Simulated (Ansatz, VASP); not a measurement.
## ZnCu: VASP beside Ansatz

```
Zn Cu
1.0
     2.66431    0.00000    0.00000
    -1.33216    2.30736    0.00000
     0.00000    0.00000   17.78732
Zn Cu
4 4
Direct
  0.33333 0.66667 0.17538
  0.66667 0.33333 0.67538
  0.33333 0.66667 0.32462
  0.66667 0.33333 0.82462
  0.33333 0.66667 0.55721
  0.66667 0.33333 0.05721
  0.33333 0.66667 0.94279
  0.66667 0.33333 0.44279
```

Alike in both runs: functional PBE; k mesh 18 × 18 × 2; occupations gaussian, width 0.1 eV; no spin polarisation.

Ansatz relaxed the structure, and its values are those at the end. VASP's run is a single point on that final structure, the one shown.

|  | VASP | Ansatz |
| --- | --- | --- |
| version | VASP 6.6.1 | Ansatz 0.2.0 |
| potentials or method | VASP PAW PBE potentials, release 64 (Zn, Cu), cutoff 520 eV | scalar-relativistic, plane waves, PAW |
| valence electrons in the cell | 92 | 124 |

```tsv
	VASP	Ansatz	Ansatz less VASP
gap on the k mesh at the Fermi level (eV)	none	none	-
pressure (GPa)	-0.2	0.0	+0.18
rms of the force components (eV/Å)	0.007	0.002	-0.0052
```

A gap of «none» marks a metal or a gap that the smearing closes. With one functional, cell and mesh, what is left measures potentials, basis and numerics. VASP's potentials hold 92 valence electrons a cell and Ansatz's 124, so a difference there can come from the potentials and not from the codes.
